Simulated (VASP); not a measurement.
Here is a VASP 6.6.1 calculation.

File INCAR:

```
SYSTEM = NaS3
  PREC = Accurate
  ENCUT = 520
  EDIFF = 1E-6
  ISMEAR = 0
  SIGMA = 0.1
  LREAL = .False.
  LASPH = .True.
  NELM = 100
  ALGO = Normal
  ISIF = 2
  LWAVE = .False.
  LCHARG = .True.
  GGA = PE
  LELF = .True.
  LVHAR = .True.
  NBANDS = 20
```

KPOINTS

```
regular mesh
0
Gamma
  4 4 4
  0 0 0
```

The input POSCAR:

```
NaS3
1.0
    4.1252438969      0.0000000000      0.0000000000
    0.0000000000      4.1252438969      0.0000000000
    0.0000000000      0.0000000000      4.1252438969
Na S
1 3
Direct
    0.0000000000      0.0000000000      0.0000000000
    0.0000000000      0.5000000000      0.5000000000
    0.5000000000      0.0000000000      0.5000000000
    0.5000000000      0.5000000000      0.0000000000
```

Potentials or basis: VASP PAW PBE potentials, release 64 (Na_pv, S).

Command:

```bash
$ cat potpaw_PBE.64/Na_pv/POTCAR potpaw_PBE.64/S/POTCAR > POTCAR
$ mpirun -np 1 vasp_std > vasp.out
```

(1) Predict the pressure.

Results:

(1) 0.1 GPa.

Caveat: the k points lie up to 0.38 Å⁻¹ apart.
